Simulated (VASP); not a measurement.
# Ca (Fm-3m) in VASP: a series of runs

Runs on Ca. Level: LDA. Tasks: single point.

All numbers are computed with VASP 6.6.1; they aren't measurements. Logs are shortened: lines on timing, memory, paths and dates and some standing lists are left out, and cuts for length are marked.

### 1 The cell of the first run

The structure is cubic, space group Fm-3m (No. 225). Conventional cell: a = 4.628 Å, b = 4.628 Å, c = 4.628 Å, α = 90.00°, β = 90.00°, γ = 90.00°. Ca (site symmetry m-3m) has 12 Ca at 3.27 Å within 4.3 Å.

### 2 Single point, LDA (volume scaled by 0.65)

The input, INCAR:

```
PREC = Accurate
ENCUT = 520
EDIFF = 1E-6
ISMEAR = -1
SIGMA = 0.08
LREAL = F
LASPH = T
NELM = 100
ALGO = Normal
ISIF = 2
LWAVE = F
LCHARG = F
NBANDS = 11
```

The input, KPOINTS:

```
Automatic mesh
0
Gamma
  12 12 12
```

The input, POSCAR:

```
Ca
1.0
    0.0000000000      2.3141269778      2.3141269778
    2.3141269778      0.0000000000      2.3141269778
    2.3141269778      2.3141269778      0.0000000000
Ca
1
Direct
    0.0000000000      0.0000000000      0.0000000000
```

Potentials or basis: VASP PAW LDA potentials, release 64 (Ca_sv).

Started as:

```bash
cat potpaw_LDA.64/Ca_sv/POTCAR > POTCAR
mpirun -np 1 vasp_std > vasp.out
```

OUTCAR:

```text
PREC = Accurate
   ENCUT = 520
   EDIFF = 1E-6
   ISMEAR = -1
   LREAL = F
   LASPH = T
   NELM = 100
   ISIF = 2

 ion  position               nearest neighbor table
   1  0.000  0.000  0.000-

  LATTYP: Found a face centered cubic cell.
 ALAT       =     4.6282539556

  Lattice vectors:

 A1 = (   0.0000000000,   2.3141269778,   2.3141269778)
 A2 = (   2.3141269778,   0.0000000000,   2.3141269778)
 A3 = (   2.3141269778,   2.3141269778,   0.0000000000)

Analysis of symmetry for initial positions (statically):
=====================================================================
 Subroutine PRICEL returns:
 Original cell was already a primitive cell.

 Routine SETGRP: Setting up the symmetry group for a
 face centered cubic supercell.

 Subroutine GETGRP returns: Found 48 space group operations
 (whereof 48 operations were pure point group operations)
 out of a pool of 48 trial point group operations.

The static configuration has the point symmetry O_h .

Analysis of symmetry for dynamics (positions and initial velocities):
=====================================================================
 Subroutine PRICEL returns:
 Original cell was already a primitive cell.

 Routine SETGRP: Setting up the symmetry group for a
 face centered cubic supercell.

 Subroutine GETGRP returns: Found 48 space group operations
 (whereof 48 operations were pure point group operations)
 out of a pool of 48 trial point group operations.

The dynamic configuration has the point symmetry O_h .

 Subroutine INISYM returns: Found 48 space group operations
 (whereof 48 operations are pure point group operations),
 and found     1 'primitive' translations

----------------------------------------------------------------------------------------

                                     Primitive cell

  volume of cell :      24.7852

  direct lattice vectors                    reciprocal lattice vectors
     0.000000000  2.314126978  2.314126978    -0.216064203  0.216064203  0.216064203
     2.314126978  0.000000000  2.314126978     0.216064203 -0.216064203  0.216064203
     2.314126978  2.314126978  0.000000000     0.216064203  0.216064203 -0.216064203

  length of vectors
     3.272669757  3.272669757  3.272669757     0.374234176  0.374234176  0.374234176

  position of ions in fractional coordinates (direct lattice)
     0.000000000  0.000000000  0.000000000

  ion indices of the primitive-cell ions
   primitive index   ion index
                 1           1

----------------------------------------------------------------------------------------

 KPOINTS: Automatic mesh

Automatic generation of k-mesh.
 Grid dimensions read from file:
 generate k-points for:   12   12   12

 Generating k-lattice:

  Cartesian coordinates                     Fractional coordinates (reciprocal lattice)
    -0.018005350  0.018005350  0.018005350     0.083333333  0.000000000  0.000000000
     0.018005350 -0.018005350  0.018005350     0.000000000  0.083333333  0.000000000
     0.018005350  0.018005350 -0.018005350     0.000000000  0.000000000  0.083333333

  Length of vectors
     0.031186181  0.031186181  0.031186181

  Shift w.r.t. Gamma in fractional coordinates (k-lattice)
     0.000000000  0.000000000  0.000000000

 Subroutine IBZKPT returns following result:
 ===========================================

 Found     72 irreducible k-points:

 Following reciprocal coordinates:
            Coordinates               Weight
  0.000000  0.000000  0.000000      1.000000
  0.083333  0.000000  0.000000      8.000000
  0.166667  0.000000  0.000000      8.000000
  0.250000  0.000000  0.000000      8.000000
  0.333333  0.000000  0.000000      8.000000
  0.416667  0.000000  0.000000      8.000000
[... 16 lines left out ...]
  0.500000  0.166667  0.000000     24.000000
 -0.416667  0.166667  0.000000     24.000000
 [... further k-points ...]
   k-points           NKPTS =     72   k-points in BZ     NKDIM =     72   number of bands    NBANDS=     11
   number of dos      NEDOS =    301   number of ions     NIONS =      1
   total plane-waves  NPLWV =  13824
   dimension x,y,z NGX =    24 NGY =   24 NGZ =   24
   dimension x,y,z NGXF=    48 NGYF=   48 NGZF=   48
   ions per type =               1
   NGX,Y,Z   is equivalent  to a cutoff of  12.19, 12.19, 12.19 a.u.
   NGXF,Y,Z  is equivalent  to a cutoff of  24.38, 24.38, 24.38 a.u.
 SYSTEM =  unknown system
   PREC   = accura    normal or accurate (medium, high low for compatibility)
   ISTART =      0    job   : 0-new  1-cont  2-samecut
   ICHARG =      2    charge: 1-file 2-atom 10-const
   ISPIN  =      1    spin polarized calculation?
   LNONCOLLINEAR =      F non collinear calculations
   LSORBIT =      F    spin-orbit coupling
   LASPH  =      T    aspherical Exc in radial PAW
   ENCUT  =  520.0 eV  38.22 Ry    6.18 a.u.   6.08  6.08  6.08*2*pi/ulx,y,z
   NELM   =    100;   NELMIN=  2; NELMDL= -5     # of ELM steps
   EDIFF  = 0.1E-05   stopping-criterion for ELM
   LREAL  =      F    real-space projection
   EDIFFG = 0.1E-04   stopping-criterion for IOM
   NSW    =      0    number of steps for IOM
   IBRION =     -1    ionic relax: 0-MD 1-quasi-New 2-CG
   NFREE  =      0    steps in history (QN), initial steepest desc. (CG)
   ISIF   =      2    stress and relaxation
   ISYM   =      2    0-nonsym 1-usesym 2-fastsym
   POTIM  = 0.5000    time-step for ionic-motion
   TEBEG  =    0.0;   TEEND  =   0.0 temperature during run
   PSTRESS=    0.0 pullay stress
   NELECT =      10.0000    total number of electrons
   NUPDOWN=      -1.0000    fix difference up-down
   EMIN   =  10.00;   EMAX   =-10.00  energy-range for DOS
   EFERMI =   0.00;   METHOD = LEGACY
   ISMEAR =    -1;   SIGMA  =   0.08  broadening in eV -4-tet -1-fermi 0-gaus
   EFERMI_NEDOS =   21; number of points for ismear=-14 and -15
   IALGO  =     38    algorithm
   IMIX   =      4    mixing-type and parameters
     AMIX     =   0.40;   BMIX     =  1.00
     AMIX_MAG =   1.60;   BMIX_MAG =  1.00
  volume/ion in A,a.u.               =      24.79       167.26
  Fermi-wavevector in a.u.,A,eV,Ry     =   1.209700  2.286001 19.910410  1.463374
  Thomas-Fermi vector in A             =   2.345269
   LORBIT       =      0    0 simple, 1 ext, 2 COOP (PROOUT), +10 PAW based schemes
   GGA     = CA    functional components
   LHFCALC =     F    Hartree Fock is set to
   AEXX    =    0.0000 exact exchange contribution
   IVDW    =     0    specifies the selected vdW correction
   LEPSILON=     F    determine dielectric tensor
   LRPA    =     F    only Hartree local field effects (RPA)
 non-spin polarized calculation
  energy-cutoff  :      520.00
  volume of cell :       24.79
 maximum number of plane-waves:       692
   NGX = 13   NGY = 13   NGZ = 13

 number of electron      10.0000001 magnetization

 Free energy of the ion-electron system (eV)
  ---------------------------------------------------
  ext. energy  EPLUGINS =         0.00000000
  ---------------------------------------------------
  free energy    TOTEN  =        -1.71558213 eV

  energy without entropy =       -1.69649261  energy(sigma->0) =       -1.70603737

 E-fermi :   4.3676     XC(G=0):  -9.8883

 val. band max:        4.3650795867   @ k =  -0.3333   0.3333   0.1667
 cond. band min:       4.3923970846   @ k =  -0.4167   0.5000   0.0833
 fundamental gap:      0.0273174980
 Fermi energy:         4.3675509696

 k-point     1 :       0.0000    0.0000    0.0000
  band No.  band energies     occupation
      1     -36.1779      2.00000
      2     -17.0929      2.00000
      3     -17.0929      2.00000
      4     -17.0929      2.00000
      5      -0.3801      2.00000
      6       7.1968      0.00000
      7       7.1968      0.00000
      8       7.1968      0.00000
      9       9.1508      0.00000
     10       9.1508      0.00000
     11      16.1351      0.00000

 k-point     2 :       0.0833    0.0000    0.0000
  band No.  band energies     occupation
      1     -36.1683      2.00000
      2     -17.1539      2.00000
      3     -17.0999      2.00000
      4     -17.0999      2.00000
      5      -0.1834      2.00000
      6       6.9905      0.00000
      7       7.2791      0.00000
      8       7.2791      0.00000
      9       9.0704      0.00000
     10       9.0704      0.00000
     11      16.4913      0.00000

 k-point     3 :       0.1667    0.0000    0.0000
  band No.  band energies     occupation
      1     -36.1420      2.00000
      2     -17.3172      2.00000
      3     -17.1190      2.00000
      4     -17.1190      2.00000
      5       0.3726      2.00000
      6       6.4988      0.00000
      7       7.4397      0.00000
      8       7.4397      0.00000
      9       8.9619      0.00000
     10       8.9619      0.00000
     11      17.0541      0.00000

 k-point     4 :       0.2500    0.0000    0.0000
  band No.  band energies     occupation
      1     -36.1057      2.00000
      2     -17.5334      2.00000
      3     -17.1449      2.00000
      4     -17.1449      2.00000
      5       1.1850      2.00000
      6       5.9545      0.00000
      7       7.4378      0.00000
      8       7.4378      0.00000
      9       9.1450      0.00000
     10       9.1450      0.00000
     11      15.6706      0.00000
[... 239 lines left out ...]
 k-point    22 :       0.4167    0.1667    0.0000
  band No.  band energies     occupation
      1     -36.0395      2.00000
      2     -17.7684      2.00000
      3     -17.2805      2.00000
      4     -17.2444      2.00000
      5       2.8435      2.00000
      6       5.1310      0.00014
      7       6.4835      0.00000
      8       7.7566      0.00000
      9       9.8196      0.00000
     10      10.3797      0.00000
     11      14.3347      0.00000

 k-point    23 :       0.5000    0.1667    0.0000
  band No.  band energies     occupation
      1     -36.0206      2.00000
      2     -17.8558      2.00000
      3     -17.3248      2.00000
      4     -17.2435      2.00000
      5       3.4833      1.99997
      6       4.8968      0.00267
      7       6.4059      0.00000
      8       7.5830      0.00000
      9      10.4834      0.00000
     10      10.6386      0.00000
     11      13.2747      0.00000

 k-point    24 :      -0.4167    0.1667    0.0000
  band No.  band energies     occupation
      1     -36.0181      2.00000
      2     -17.8632      2.00000
      3     -17.3527      2.00000
      4     -17.2262      2.00000
      5       3.6210      1.99982
      6       4.9158      0.00211
      7       6.3637      0.00000
      8       7.5080      0.00000
      9      10.1172      0.00000
     10      11.0776      0.00000
     11      13.2040      0.00000

 [... further k-points ...]

------------------------ aborting loop because EDIFF is reached ----------------------------------------

  FORCE on cell =-STRESS in cart. coord.  units (eV):
  Direction    XX          YY          ZZ          XY          YZ          ZX
  --------------------------------------------------------------------------------------
  -------------------------------------------------------------------------------------
  Total        2.4867915      2.4867915      2.4867915     -0.0000000      0.0000000      0.0000000
  in kB      160.7527458    160.7527458    160.7527458     -0.0000000      0.0000000      0.0000000
  external PRESSURE =     160.7527458 kB  Pullay stress =       0.0000000 kB

 VOLUME and BASIS-vectors are now :
 -----------------------------------------------------------------------------
  energy-cutoff  :      520.00
  volume of cell :       24.79
      direct lattice vectors                 reciprocal lattice vectors
     0.000000000  2.314126978  2.314126978    -0.216064203  0.216064203  0.216064203
     2.314126978  0.000000000  2.314126978     0.216064203 -0.216064203  0.216064203
     2.314126978  2.314126978  0.000000000     0.216064203  0.216064203 -0.216064203

 POSITION                                       TOTAL-FORCE (eV/Angst)
 -----------------------------------------------------------------------------------
      0.00000      0.00000      0.00000        -0.000000     -0.000000      0.000000
 -----------------------------------------------------------------------------------
    total drift:                               -0.000000     -0.000000     -0.000000

  FREE ENERGIE OF THE ION-ELECTRON SYSTEM (eV)
  ---------------------------------------------------
  free  energy   TOTEN  =        -1.7155821281 eV

  energy  without entropy=       -1.6964926086  energy(sigma->0) =       -1.70603737
```

Run time: 6.6 s. Hardware: 1 thread of AMD EPYC 9R45 (Zen 5), shared host; peak memory 0.11 GiB.

What came out:

```yaml
Free_energy: -1.7156 eV
Pressure: 16.1 GPa
Band_gap_on_the_k_mesh: zero (band 5 reaches 4.37 eV, above the bottom of band 6 at 4.26 eV)
```

Levels at points of the mesh, in eV from the Fermi level:
| k point | band 3 | band 4 | band 5 | band 6 | band 7 | band 8 |
| --- | --- | --- | --- | --- | --- | --- |
| (0.00, 0.00, 0.00) | -21.46 | -21.46 | -4.75 | 2.83 | 2.83 | 2.83 |
| (0.50, 0.00, 0.00) | -21.56 | -21.56 | -1.35 | 0.95 | 2.62 | 2.62 |
| (0.50, 0.50, 0.00) | -21.75 | -21.75 | -1.31 | -0.11 | 2.77 | 6.07 |

### 3 Single point, LDA (volume scaled by 0.65)

The input, INCAR:

```
SYSTEM = Ca
PREC = Accurate
ENCUT = 520
EDIFF = 1E-6
ISMEAR = -1
SIGMA = 0.08
LREAL = .False.
LASPH = .True.
NELM = 60
ALGO = Normal
ISIF = 2
LWAVE = .False.
LCHARG = .False.
GGA = CA
NBANDS = 11
```

The input, KPOINTS:

```
Automatic mesh
0
Gamma
  12 12 12
  0 0 0
```

POSCAR is that of step 2.

Potentials or basis: VASP PAW LDA potentials, release 64 (Ca_sv).

Started as:

```bash
cat potpaw_LDA.64/Ca_sv/POTCAR > POTCAR
mpirun -np 1 vasp_std > vasp.out
```

It took 6.7 s on 1 thread of AMD EPYC 9R45 (Zen 5), shared host; peak memory 0.11 GiB.

Results (log left out):

| Quantity | Value |
| --- | --- |
| Free energy | -1.7156 eV |
| Pressure | 16.1 GPa |
| Band gap on the k mesh | zero (band 5 reaches 4.37 eV, above the bottom of band 6 at 4.26 eV) |

Levels at points of the mesh, in eV from the Fermi level:
```tsv
k point	band 3	band 4	band 5	band 6	band 7	band 8
(0.00, 0.00, 0.00)	-21.46	-21.46	-4.75	2.83	2.83	2.83
(0.50, 0.00, 0.00)	-21.56	-21.56	-1.35	0.95	2.62	2.62
(0.50, 0.50, 0.00)	-21.75	-21.75	-1.31	-0.11	2.77	6.07
```
